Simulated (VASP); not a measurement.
Here is a VASP 6.6.1 calculation.

The input INCAR:

```
SYSTEM = LiH
ALGO = Normal
EDIFF = 1E-6
ENCUT = 520
GGA = PE
ISIF = 2
ISMEAR = 0
LASPH = .True.
LCHARG = .True.
LELF = .True.
LREAL = .False.
LVHAR = .True.
LWAVE = .False.
NBANDS = 12
NELM = 60
PREC = Accurate
SIGMA = 0.1
```

Contents of KPOINTS:

```
k-points
0
Gamma
  6 8 6
  0 0 0
```

File POSCAR:

```
LiH
1.0
    5.5197737595      0.2113113432      1.2031755300
   -1.5315009647      2.3812204821     -0.0412096554
   -0.3818777347     -1.8919473262      2.0716041466
Li H
2 2
Direct
    0.0116597940      0.5529406936      0.1609586851
    0.5116858743      0.5532385763      1.1611739103
    0.2616894928      0.5530766874      0.6613473984
    0.7616937974      0.5531005768      0.6611355884
```

Potentials or basis: VASP PAW PBE potentials, release 64 (Li_sv, H).

Command:

```console
$ cat potpaw_PBE.64/Li_sv/POTCAR potpaw_PBE.64/H/POTCAR > POTCAR
$ mpirun -np 1 vasp_std > vasp.out
```

Predict the band gap on the k mesh.

2.96 eV.

Caveat: the k points lie up to 0.45 Å⁻¹ apart. A hybrid or GW would open this gap; PBE tends to underestimate it.
